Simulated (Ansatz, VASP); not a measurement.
# One calculation of Au, two programs

File INCAR:

```
SYSTEM = Au
  ALGO = Normal
  DIPOL = 0.5 0.5 0.500
  EDIFF = 1E-7
  ENCUT = 520
  GGA_COMPAT = .False.
  IDIPOL = 3
  ISIF = 2
  ISMEAR = -1
  LASPH = .True.
  LCHARG = .False.
  LDIPOL = .True.
  LMAXMIX = 4
  LORBIT = 11
  LORBMOM = .True.
  LREAL = .False.
  LSORBIT = .True.
  LWAVE = .False.
  MAGMOM = 0 0 0 0 0 0 0 0 0
  NBANDS = 46
  NELM = 150
  PREC = Accurate
  SIGMA = 0.08
```

File KPOINTS:

```
k-points
0
Gamma
  14 14 1
  0 0 0
```

Contents of POSCAR:

```
Au
1.0
    2.8625268915      0.0000000000      0.0000000000
    0.0000000000      2.8625268915      0.0000000000
    0.0000000000      0.0000000000     20.0482000000
Au
3
Direct
    0.0000000000      0.0000000000      0.4006258136
    0.5000000000      0.5000000000      0.4999999998
    0.0000000000      0.0000000000      0.5993741866
```

Input for Ansatz:

```yaml
crystal:
  lattice:
    - [2.8625268915, 0.0, 0.0]
    - [0.0, 2.8625268915, 0.0]
    - [0.0, 0.0, 20.0482]
  atoms:
    - { symbol: Au, position: [0.0, 0.0, 0.4006258136] }
    - { symbol: Au, position: [0.5, 0.5, 0.4999999998] }
    - { symbol: Au, position: [0.0, 0.0, 0.5993741866] }
kpoints:
  mp_grid: { grid: [14, 14, 1] }
scf:
  occupations: { method: fermi_dirac, width: 0.08 }
hamiltonian:
  xc: lda
  pseudopotentials: { kind: all_electron, lapw: { basis_error: 0.001 } }
output:
  forces: true
  stress: true
  eigenvalues: true
efield:
  axis: 3
  amplitude: 0
  dipole_correction: true
magnetization:
  noncollinear: true
  spin_orbit: true
```

Alike in both runs: task single point; functional LDA; k mesh 14 × 14 × 1; occupations fermi-dirac, width 0.08 eV; non-collinear spin, spin-orbit coupling.

```csv
,VASP,Ansatz
version,VASP 6.6.1,Ansatz 0.2.0
potentials or method,"VASP PAW LDA potentials, release 64 (Au), cutoff 520 eV",all-electron LAPW
```

VASP gave:

| Item | Value |
| --- | --- |
| rms of the force components (eV/Å) | 0.025 |

Problem. Estimate Ansatz's values.

Solution. rms of the force components (eV/Å): 0.047.

LDA's correlation is that of Perdew and Zunger in VASP and of Perdew and Wang (1992) in Ansatz. Atom by atom the forces differ by 0.022 eV/Å (rms over components). Ansatz ran all-electron here, and VASP with PAW potentials.
